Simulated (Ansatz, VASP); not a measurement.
**TiO2: VASP beside Ansatz**

```
CELL_PARAMETERS angstrom
-4.40464 4.40464 1.88242
4.40464 -4.40464 1.88242
4.40464 4.40464 -1.88242
ATOMIC_POSITIONS crystal
Ti 0.28972 0.01138 0.30110
Ti 0.01138 0.71028 0.72167
Ti 0.98862 0.28972 0.27833
Ti 0.71028 0.98862 0.69890
O 0.49289 0.15246 0.64535
O 0.16155 0.84389 0.00544
O 0.15246 0.50711 0.65956
O 0.15611 0.16155 0.31766
O 0.84389 0.83845 0.68234
O 0.84754 0.49289 0.34044
O 0.83845 0.15611 0.99456
O 0.50711 0.84754 0.35465
```

Alike in both runs: functional PBE; k mesh 8 × 8 × 8; occupations gaussian, width 0.02 eV; no spin polarisation.

Ansatz relaxed the structure, and its values are those at the end. VASP's run is a single point on that final structure, the one shown.

|  | VASP | Ansatz |
| --- | --- | --- |
| version | VASP 6.6.1 | Ansatz 0.2.0 |
| potentials or method | VASP PAW PBE potentials, release 64 (Ti_sv, O), cutoff 520 eV | scalar-relativistic, plane waves, PAW |
| valence electrons in the cell | 96 | 96 |

```tsv
	VASP	Ansatz	Ansatz less VASP
gap on the k mesh at the Fermi level (eV)	1.99	2.01	+0.019
least direct gap on the mesh (eV)	2.61	2.62	+0.019
pressure (GPa)	0.6	0.0	-0.61
rms of the force components (eV/Å)	0.034	0.000	-0.0339
```
